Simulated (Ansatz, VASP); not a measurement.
## CdSe: VASP beside Ansatz

```
CELL_PARAMETERS angstrom
4.34202 0.00000 0.00000
2.17101 3.76030 0.00000
2.17101 1.25343 3.54524
ATOMIC_POSITIONS crystal
Cd 0.00000 0.00000 0.00000
Se 0.75000 0.75000 0.75000
```

Alike in both runs: task single point; functional revPBE; k mesh 6 × 6 × 6; no spin polarisation.

```csv
,VASP,Ansatz
version,VASP 6.6.1,Ansatz 0.2.0
potentials or method,"VASP PAW PBE potentials, release 64 (Cd, Se)","plane waves, PAW"
plane-wave cutoff (eV),520,420
occupations,"gaussian, width 0.01 eV",fixed
valence electrons in the cell,18,36
```

Ansatz gave:

- gap on the k mesh at the Fermi level (eV): 0.68
- pressure (GPa): 2.7

**Question.** Which values does VASP return?

**Answer.** gap on the k mesh at the Fermi level (eV): 0.68; pressure (GPa): 3.0.

VASP's potentials were made for PBE, not for revPBE. VASP's potentials hold 18 valence electrons a cell and Ansatz's 36, so a difference there can come from the potentials and not from the codes.
